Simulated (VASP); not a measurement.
Wanted: the native input for a VASP 6.6.1 run.

```
Task                   : electric field gradients
Functional             : PBE
Potentials or basis    : VASP PAW PBE potentials, release 64 (In_d)
Cutoff                 : 520 eV
k mesh                 : 14 × 14 × 14
Occupations            : fermi-dirac, width 0.05 eV
Spin                   : no spin polarisation
Dipole correction      : no
Further INCAR settings : ALGO = Normal; EDIFF = 1e-08; NBANDS = 26
```

The structure of In lies in POSCAR:

```
In
1.0
    1.6529404484      0.9543256128      8.2074632500
   -1.6529404484      0.9543256128      8.2074632500
    0.0000000000     -1.9086512257      8.2074632500
In
3
Direct
    0.0000000000      0.0000000000      0.0000000000
    0.7780122400      0.7780122400      0.7780122400
    0.2219877600      0.2219877600      0.2219877600
```

This cell differs from its parent crystal: equal xx and yy strain of -1 %.

One way to write it, as run:

INCAR

```
ALGO = Normal
EDIFF = 1E-8
ENCUT = 520
GGA = PE
ISIF = 2
ISMEAR = -1
LASPH = T
LCHARG = F
LEFG = T
LREAL = F
LWAVE = F
NBANDS = 26
NELM = 60
PREC = Accurate
SIGMA = 0.05
```

KPOINTS

```
k-points
0
Gamma
  14 14 14
```

Potentials or basis: VASP PAW PBE potentials, release 64 (In_d).

Command:

```console
$ cat potpaw_PBE.64/In_d/POTCAR > POTCAR
$ mpirun -np 1 vasp_std > vasp.out
```

It gave:

| Quantity | Value |
| --- | --- |
| Pressure | 2.6 GPa |
| Largest force | 0.023 eV/Å |

Caveat: the cell differs from its parent crystal (equal xx and yy strain of -1 %); without QUAD_EFG the Cq values of the log hold for a quadrupole moment of 1 mb, not for the nuclei.

Run time: 46 min on 1 thread of Intel(R) Xeon(R) Platinum 8259CL CPU @ 2.50GHz (Skylake/Cascade Lake) (shared host), peak memory 0.8 GiB.
